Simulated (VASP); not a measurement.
A run of VASP 6.6.1 is set up as follows.

Contents of INCAR:

```
PREC = Accurate
ENCUT = 520
EDIFF = 1E-7
ISMEAR = -1
SIGMA = 0.08
LREAL = F
LASPH = T
NELM = 100
ALGO = Normal
ISIF = 2
LWAVE = F
LCHARG = F
GGA = PE
NBANDS = 19
```

KPOINTS

```
Automatic mesh
0
Gamma
  13 13 7
```

Contents of POSCAR:

```
Zr
1.0
    3.2319982225      0.0161599911      0.0161599911
   -1.6020041484      2.7909125700      0.0059149673
    0.0257350000      0.0257350000      5.1470000000
Zr
2
Direct
    0.3333333333      0.6666666667      0.2500000000
    0.6666666667      0.3333333333      0.7500000000
```

Potentials or basis: VASP PAW PBE potentials, release 64 (Zr_sv).

Launch:

```console
$ cat potpaw_PBE.64/Zr_sv/POTCAR > POTCAR
$ mpirun -np 1 vasp_std > vasp.out
```

(1) Estimate the band gap on the k mesh.

(2) Estimate the pressure.

## Answers

(1) zero (band 12 reaches 9.94 eV, above the bottom of band 13 at 8.73 eV).

(2) 0.5 GPa.

Caveat: the cell differs from its parent crystal (equal xy, yz and zx shear strains of +1 %).
